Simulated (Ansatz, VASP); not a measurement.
## Two plane-wave programs on Mg

```
Mg
1.0
     3.18918    0.00000    0.00000
    -1.59459    2.76191    0.00000
     0.00000    0.00000    5.10963
Mg
2
Cartesian
  0.0000 1.8413 1.2774
  1.5946 0.9206 3.8322
```

Alike in both runs: functional PBEsol; k mesh 18 × 18 × 8; occupations gaussian, width 0.1 eV; no spin polarisation.

Ansatz relaxed the structure, and its values are those at the end. VASP's run is a single point on that final structure, the one shown.

```csv
,VASP,Ansatz
version,VASP 6.6.1,Ansatz 0.2.0
potentials or method,"VASP PAW PBE potentials, release 64 (Mg), cutoff 600 eV","scalar-relativistic, plane waves, PAW"
valence electrons in the cell,4,20
```

VASP gave:

- gap on the k mesh at the Fermi level (eV): none
- pressure (GPa): -0.1

Q: Estimate Ansatz's values.

A: gap on the k mesh at the Fermi level (eV): none; pressure (GPa): 0.0.

VASP's potentials were made for PBE, not for PBEsol. A gap of «none» marks a metal or a gap that the smearing closes. With one functional, cell and mesh, what is left measures potentials, basis and numerics. VASP's potentials hold 4 valence electrons a cell and Ansatz's 20, so a difference there can come from the potentials and not from the codes.
